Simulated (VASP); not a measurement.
# Fe4Si: single point with PBEsol

Crystal: Fe4Si.

```xyz
5
Lattice="0.0000 2.0276 9.4663 1.5219 0.0000 9.4663 1.5219 2.0276 0.0000" Properties=species:S:1:pos:R:3 pbc="T T T"
Fe    1.5219    2.0276   11.2473
Fe    1.5219    2.0276    3.7481
Fe    1.5219    2.0276   15.1846
Fe    1.5219    2.0276    7.6854
Si    0.0000    0.0000    0.0000
```

```
Program             : VASP 6.6.1
Task                : single point
Functional          : PBEsol
Potentials or basis : VASP PAW PBE potentials, release 64 (Fe, Si)
Cutoff              : 520 eV
k mesh              : 11 × 11 × 11
Occupations         : fermi-dirac, width 0.05 eV
Spin                : no spin polarisation
```

```json
{"Pressure": "-24.1 GPa", "Largest force": "0.652 eV/Å", "Band gap on the k mesh": "zero (band 18 reaches 7.60 eV, above the bottom of band 19 at 6.42 eV)"}
```

Forces on the atoms (eV/Å):
```
Fe   0.000  0.000  0.652
Fe   0.000  0.000  0.103
Fe   0.000  0.000 -0.103
Fe   0.000  0.000 -0.652
Si   0.000  0.000  0.000
```

Stress tensor (GPa, compression positive):
```
-14.26   0.00   0.00
  0.00 -28.90   0.00
  0.00   0.00 -29.11
```

Levels at points of the mesh, in eV from the Fermi level:
```tsv
k point	band 14	band 15	band 16	band 17	band 18	band 19	band 20	band 21	band 22	band 23
(0.00, 0.00, 0.00)	-1.04	-0.41	-0.22	-0.14	-0.09	-0.04	-0.04	0.03	0.07	0.13
```

It took 53 min on 1 thread of AMD EPYC 7R13, on a shared host, peak memory 0.48 GiB.

Caveat: the PAW data sets were made with another functional, which shifts forces and pressure a little. Spin polarisation is off, so any magnetic state and its effect on volume and gap are missing.
